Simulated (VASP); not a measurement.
# Sr3Ru (P6_3/mmc) in VASP: single point with PBE

Aim: the single point of Sr3Ru with PBE.

All numbers are computed with VASP 6.6.1; they aren't measurements. Logs are shortened: lines on timing, memory, paths and dates and some standing lists are left out, and cuts for length are marked.

**1. The cell of the first run**

It takes space group P6_3/mmc (No. 194, hexagonal). The conventional cell has a = 9.100 Å, b = 9.100 Å, c = 4.386 Å, α = 90.00°, β = 90.00°, γ = 120.00°. Sr (site symmetry mm2) has 2 Ru at 3.01 Å and 6 Sr at 3.57 to 3.87 Å within 4.0 Å. Within 4.0 Å of Ru (site symmetry -6m2) lie 6 Sr at 3.01 Å.

**2. Single point, PBE**

Input file INCAR:

```
ALGO = Fast ; EDIFF = 1E-6
ENCUT = 520 ; GGA = PE
ISIF = 2 ; ISMEAR = 0
LASPH = True ; LCHARG = False
LREAL = False ; LWAVE = False
NBANDS = 54 ; NELM = 60
PREC = Accurate ; SIGMA = 0.1
```

Input file KPOINTS:

```
k-points
0
Gamma
  6 6 8
```

Input file POSCAR:

```
Sr3Ru
1.0
    9.0999615351      0.0000000000      0.0000000000
   -4.5499807676      7.8807978628      0.0000000000
    0.0000000000      0.0000000000      4.3863023180
Sr Ru
6 2
Direct
    0.7975342389      0.5950684779      0.2500000000
    0.2024657611      0.7975342389      0.7500000000
    0.4049315221      0.2024657611      0.2500000000
    0.2024657611      0.4049315221      0.7500000000
    0.7975342389      0.2024657611      0.2500000000
    0.5950684779      0.7975342389      0.7500000000
    0.3333333333      0.6666666667      0.2500000000
    0.6666666667      0.3333333333      0.7500000000
```

Potentials or basis: VASP PAW PBE potentials, release 64 (Sr_sv, Ru_pv).

Started as:

```bash
cat potpaw_PBE.64/Sr_sv/POTCAR potpaw_PBE.64/Ru_pv/POTCAR > POTCAR
mpirun -np 1 vasp_std > vasp.out
```

OUTCAR:

```text
EDIFF = 1E-6
   ENCUT = 520
   GGA = PE
   ISIF = 2
   ISMEAR = 0
   LASPH = True
   LREAL = False
   NELM = 60
   PREC = Accurate

 ion  position               nearest neighbor table
   1  0.798  0.595  0.250-   8 3.01   8 3.01   3 3.57   5 3.57   6 3.87   6 3.87   2 3.87   2 3.87

   2  0.202  0.798  0.750-   7 3.01   7 3.01   4 3.57   6 3.57   3 3.87   3 3.87   1 3.87   1 3.87

   3  0.405  0.202  0.250-   8 3.01   8 3.01   1 3.57   5 3.57   4 3.87   4 3.87   2 3.87   2 3.87

   4  0.202  0.405  0.750-   7 3.01   7 3.01   6 3.57   2 3.57   3 3.87   3 3.87   5 3.87   5 3.87

   5  0.798  0.202  0.250-   8 3.01   8 3.01   1 3.57   3 3.57   6 3.87   6 3.87   4 3.87   4 3.87

   6  0.595  0.798  0.750-   7 3.01   7 3.01   4 3.57   2 3.57   1 3.87   1 3.87   5 3.87   5 3.87

   7  0.333  0.667  0.250-   2 3.01   2 3.01   4 3.01   4 3.01   6 3.01   6 3.01
   8  0.667  0.333  0.750-   5 3.01   5 3.01   1 3.01   1 3.01   3 3.01   3 3.01

  LATTYP: Found a hexagonal cell.
 ALAT       =     9.0999615351
 C/A-ratio  =     0.4820132812

  Lattice vectors:

 A1 = (   9.0999615351,   0.0000000000,   0.0000000000)
 A2 = (  -4.5499807676,   7.8807978628,   0.0000000000)
 A3 = (   0.0000000000,   0.0000000000,   4.3863023180)

Analysis of symmetry for initial positions (statically):
=====================================================================
 Subroutine PRICEL returns:
 Original cell was already a primitive cell.

 Routine SETGRP: Setting up the symmetry group for a
 hexagonal supercell.

 Subroutine GETGRP returns: Found 24 space group operations
 (whereof 12 operations were pure point group operations)
 out of a pool of 24 trial point group operations.

The static configuration has the point symmetry D_3d.
 The point group associated with its full space group is D_6h.

Analysis of symmetry for dynamics (positions and initial velocities):
=====================================================================
 Subroutine PRICEL returns:
 Original cell was already a primitive cell.

 Routine SETGRP: Setting up the symmetry group for a
 hexagonal supercell.

 Subroutine GETGRP returns: Found 24 space group operations
 (whereof 12 operations were pure point group operations)
 out of a pool of 24 trial point group operations.

The dynamic configuration has the point symmetry D_3d.
 The point group associated with its full space group is D_6h.

 Subroutine INISYM returns: Found 24 space group operations
 (whereof 12 operations are pure point group operations),
 and found     1 'primitive' translations

----------------------------------------------------------------------------------------

                                     Primitive cell

  volume of cell :     314.5635

  direct lattice vectors                    reciprocal lattice vectors
     9.099961535  0.000000000  0.000000000     0.109890574  0.063445353  0.000000000
    -4.549980768  7.880797863  0.000000000     0.000000000  0.126890705  0.000000000
     0.000000000  0.000000000  4.386302318     0.000000000  0.000000000  0.227982462

  length of vectors
     9.099961535  9.099961535  4.386302318     0.126890705  0.126890705  0.227982462

  position of ions in fractional coordinates (direct lattice)
     0.797534239  0.595068478  0.250000000
     0.202465761  0.797534239  0.750000000
     0.404931522  0.202465761  0.250000000
     0.202465761  0.404931522  0.750000000
     0.797534239  0.202465761  0.250000000
     0.595068478  0.797534239  0.750000000
     0.333333333  0.666666667  0.250000000
     0.666666667  0.333333333  0.750000000

  ion indices of the primitive-cell ions
   primitive index   ion index
                 1           1
                 2           2
                 3           3
                 4           4
                 5           5
                 6           6
                 7           7
                 8           8

----------------------------------------------------------------------------------------

 KPOINTS: k-points

Automatic generation of k-mesh.
 Grid dimensions read from file:
 generate k-points for:    6    6    8

 Generating k-lattice:

  Cartesian coordinates                     Fractional coordinates (reciprocal lattice)
     0.018315096  0.010574225  0.000000000     0.166666667  0.000000000  0.000000000
     0.000000000  0.021148451  0.000000000     0.000000000  0.166666667  0.000000000
     0.000000000  0.000000000  0.028497808     0.000000000  0.000000000  0.125000000

  Length of vectors
     0.021148451  0.021148451  0.028497808

  Shift w.r.t. Gamma in fractional coordinates (k-lattice)
     0.000000000  0.000000000  0.000000000

 Subroutine IBZKPT returns following result:
 ===========================================

 Found     35 irreducible k-points:

 Following reciprocal coordinates:
            Coordinates               Weight
  0.000000  0.000000  0.000000      1.000000
  0.166667 -0.000000  0.000000      6.000000
  0.333333 -0.000000  0.000000      6.000000
  0.500000  0.000000  0.000000      3.000000
  0.166667  0.166667  0.000000      6.000000
  0.333333  0.166667  0.000000     12.000000
[... 16 lines left out ...]
  0.166667 -0.000000  0.375000     12.000000
  0.333333 -0.000000  0.375000     12.000000
 [... further k-points ...]
   k-points           NKPTS =     35   k-points in BZ     NKDIM =     35   number of bands    NBANDS=     54
   number of dos      NEDOS =    301   number of ions     NIONS =      8
   total plane-waves  NPLWV = 176400
   dimension x,y,z NGX =    70 NGY =   70 NGZ =   36
   dimension x,y,z NGXF=   140 NGYF=  140 NGZF=   72
   ions per type =               6   2
   NGX,Y,Z   is equivalent  to a cutoff of  12.79, 12.79, 13.64 a.u.
   NGXF,Y,Z  is equivalent  to a cutoff of  25.58, 25.58, 27.29 a.u.
 SYSTEM =  unknown system
   PREC   = accura    normal or accurate (medium, high low for compatibility)
   ISTART =      0    job   : 0-new  1-cont  2-samecut
   ICHARG =      2    charge: 1-file 2-atom 10-const
   ISPIN  =      1    spin polarized calculation?
   LNONCOLLINEAR =      F non collinear calculations
   LSORBIT =      F    spin-orbit coupling
   LASPH  =      T    aspherical Exc in radial PAW
   ENCUT  =  520.0 eV  38.22 Ry    6.18 a.u.  16.92 16.92  8.16*2*pi/ulx,y,z
   NELM   =     60;   NELMIN=  2; NELMDL= -5     # of ELM steps
   EDIFF  = 0.1E-05   stopping-criterion for ELM
   LREAL  =      F    real-space projection
   EDIFFG = 0.1E-04   stopping-criterion for IOM
   NSW    =      0    number of steps for IOM
   IBRION =     -1    ionic relax: 0-MD 1-quasi-New 2-CG
   NFREE  =      0    steps in history (QN), initial steepest desc. (CG)
   ISIF   =      2    stress and relaxation
   ISYM   =      2    0-nonsym 1-usesym 2-fastsym
   POTIM  = 0.5000    time-step for ionic-motion
   TEBEG  =    0.0;   TEEND  =   0.0 temperature during run
   PSTRESS=    0.0 pullay stress
   NELECT =      88.0000    total number of electrons
   NUPDOWN=      -1.0000    fix difference up-down
   EMIN   =  10.00;   EMAX   =-10.00  energy-range for DOS
   EFERMI =   0.00;   METHOD = LEGACY
   ISMEAR =     0;   SIGMA  =   0.10  broadening in eV -4-tet -1-fermi 0-gaus
   EFERMI_NEDOS =   21; number of points for ismear=-14 and -15
   IALGO  =     68    algorithm
   IMIX   =      4    mixing-type and parameters
     AMIX     =   0.40;   BMIX     =  1.00
     AMIX_MAG =   1.60;   BMIX_MAG =  1.00
  volume/ion in A,a.u.               =      39.32       265.35
  Fermi-wavevector in a.u.,A,eV,Ry     =   1.070696  2.023323 15.597589  1.146390
  Thomas-Fermi vector in A             =   2.206414
   LORBIT       =      0    0 simple, 1 ext, 2 COOP (PROOUT), +10 PAW based schemes
   GGA     = PE    functional components
   LHFCALC =     F    Hartree Fock is set to
   AEXX    =    0.0000 exact exchange contribution
   IVDW    =     0    specifies the selected vdW correction
   LEPSILON=     F    determine dielectric tensor
   LRPA    =     F    only Hartree local field effects (RPA)
 non-spin polarized calculation
 RMM-DIIS sequential band-by-band and
 Gauss-broadening in eV      SIGMA  =   0.10
  energy-cutoff  :      520.00
  volume of cell :      314.56
 maximum number of plane-waves:      8514
 NGX is ok and might be reduce to    70
   NGX = 33   NGY = 33   NGZ = 17

 number of electron      88.0000004 magnetization

 Free energy of the ion-electron system (eV)
  ---------------------------------------------------
  ext. energy  EPLUGINS =         0.00000000
  ---------------------------------------------------
  free energy    TOTEN  =       -24.60913590 eV

  energy without entropy =      -24.57668403  energy(sigma->0) =      -24.59290997

 E-fermi :   2.3383     XC(G=0):  -8.2300

 val. band max:        2.3306818260   @ k =   0.0000   0.0000   0.1250
 cond. band min:       2.3404706782   @ k =   0.1667  -0.0000   0.2500
 fundamental gap:      0.0097888522
 Fermi energy:         2.3382801772

 k-point     1 :       0.0000    0.0000    0.0000
  band No.  band energies     occupation
      1     -38.6604      2.00000
      2     -38.6604      2.00000
      3     -38.6604      2.00000
      4     -38.6604      2.00000
      5     -38.6368      2.00000
      6     -38.6368      2.00000
[... 46 lines left out ...]
     53       5.2830      0.00000
     54       5.3681      0.00000

 k-point     2 :       0.1667   -0.0000    0.0000
  band No.  band energies     occupation
      1     -38.6604      2.00000
      2     -38.6604      2.00000
      3     -38.6604      2.00000
      4     -38.6604      2.00000
      5     -38.6368      2.00000
      6     -38.6368      2.00000
[... 46 lines left out ...]
     53       5.2223      0.00000
     54       5.2978      0.00000
[... 1195 lines left out ...]
     53       3.8411      0.00000
     54       4.4591      0.00000

 k-point    24 :       0.3333   -0.0000    0.3750
  band No.  band energies     occupation
      1     -38.6596      2.00000
      2     -38.6596      2.00000
      3     -38.6595      2.00000
      4     -38.6595      2.00000
      5     -38.6407      2.00000
      6     -38.6407      2.00000
[... 46 lines left out ...]
     53       4.0167      0.00000
     54       4.4234      0.00000

 [... further k-points ...]

------------------------ aborting loop because EDIFF is reached ----------------------------------------

  FORCE on cell =-STRESS in cart. coord.  units (eV):
  Direction    XX          YY          ZZ          XY          YZ          ZX
  --------------------------------------------------------------------------------------
  -------------------------------------------------------------------------------------
  Total        0.1784451      0.1784451      0.3676108     -0.0000000      0.0000000      0.0000000
  in kB        0.9088810      0.9088810      1.8723652     -0.0000000      0.0000000      0.0000000
  external PRESSURE =       1.2300424 kB  Pullay stress =       0.0000000 kB

 VOLUME and BASIS-vectors are now :
 -----------------------------------------------------------------------------
  energy-cutoff  :      520.00
  volume of cell :      314.56
      direct lattice vectors                 reciprocal lattice vectors
     9.099961535  0.000000000  0.000000000     0.109890574  0.063445353  0.000000000
    -4.549980768  7.880797863  0.000000000     0.000000000  0.126890705  0.000000000
     0.000000000  0.000000000  4.386302318     0.000000000  0.000000000  0.227982462

 POSITION                                       TOTAL-FORCE (eV/Angst)
 -----------------------------------------------------------------------------------
      4.54998      4.68961      1.09658        -0.000000      0.025869     -0.000000
     -1.78633      6.28521      3.28973        -0.022403      0.012935     -0.000000
      2.76365      1.59559      1.09658        -0.022403     -0.012935     -0.000000
      0.00000      3.19118      3.28973         0.000000     -0.025869     -0.000000
      6.33632      1.59559      1.09658         0.022403     -0.012935      0.000000
      1.78633      6.28521      3.28973         0.022403      0.012935      0.000000
     -0.00000      5.25387      1.09658         0.000000     -0.000000     -0.000000
      4.54998      2.62693      3.28973        -0.000000      0.000000     -0.000000
 -----------------------------------------------------------------------------------
    total drift:                               -0.000000      0.000000      0.000000

  FREE ENERGIE OF THE ION-ELECTRON SYSTEM (eV)
  ---------------------------------------------------
  free  energy   TOTEN  =       -24.6091359022 eV

  energy  without entropy=      -24.5766840328  energy(sigma->0) =      -24.59290997
```

Run time: 26 min. Hardware: 1 thread of Intel Xeon Platinum 8259CL at 2.50GHz (Skylake/Cascade Lake), shared host; peak memory 0.7 GiB.

Results:

| Item | Value |
| --- | --- |
| Free energy | -24.6091 eV |
| Pressure | 0.1 GPa |
| Largest force | 0.026 eV/Å |
| Band gap on the k mesh | zero (bands 44 and 45 overlap by 0.91 eV) |

Forces in eV/Å, atoms in the order of the input:
```
Sr   0.000  0.026  0.000
Sr  -0.022  0.013  0.000
Sr  -0.022 -0.013  0.000
Sr   0.000 -0.026  0.000
Sr   0.022 -0.013  0.000
Sr   0.022  0.013  0.000
Ru   0.000  0.000  0.000
Ru   0.000  0.000  0.000
```
